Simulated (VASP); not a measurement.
Here is a VASP 6.6.1 calculation.

File INCAR:

```
SYSTEM = ZrH2
PREC = Accurate
ENCUT = 600
EDIFF = 1E-6
ISMEAR = 0
SIGMA = 0.02
LREAL = .False.
LASPH = .True.
NELM = 80
ALGO = Normal
ISIF = 3
LWAVE = .False.
LCHARG = .False.
GGA = PS
IBRION = 2
NSW = 80
EDIFFG = -0.02
```

The input KPOINTS:

```
Automatic mesh
0
Gamma
  8 8 8
  0 0 0
```

Contents of POSCAR:

```
ZrH2
1.0
    0.0000000000      2.4092250000      2.4092250000
    2.4092250000      0.0000000000      2.4092250000
    2.4092250000      2.4092250000      0.0000000000
Zr H
1 2
Direct
    0.0000000000      0.0000000000      0.0000000000
    0.7500000000      0.7500000000      0.7500000000
    0.2500000000      0.2500000000      0.2500000000
```

Potentials or basis: VASP PAW PBE potentials, release 64 (Zr_sv, H).

Run with:

```sh
$ cat potpaw_PBE.64/Zr_sv/POTCAR potpaw_PBE.64/H/POTCAR > POTCAR
$ mpirun -np 1 vasp_std > vasp.out
```

Q: Predict the relaxed cell.

A: a = 3.369 Å, b = 3.369 Å, c = 3.369 Å, α = 60.00°, β = 60.00°, γ = 60.00°.

Q: What does it give for the band gap on the k mesh?

A: Zero (bands 7 and 8 overlap by 0.43 eV).

Q: What does it give for the relaxed volume?

A: 9.02 Å³/atom.

Q: Predict the space group after relaxing (to 0.1 Å).

A: Fm-3m (No. 225).

The path:
| step | energy change (eV) | largest force (eV/Å) | pressure (GPa) | volume (Å³) |
| --- | --- | --- | --- | --- |
| 1 | 0.0000 | 0.0000 | -4.50 | 27.97 |
| 2 | -0.0130 | 0.0000 | 0.66 | 26.92 |
| 3 | -0.0133 | 0.0000 | 0.00 | 27.05 |

Caveat: the PAW data sets were made with another functional, which shifts forces and pressure a little.
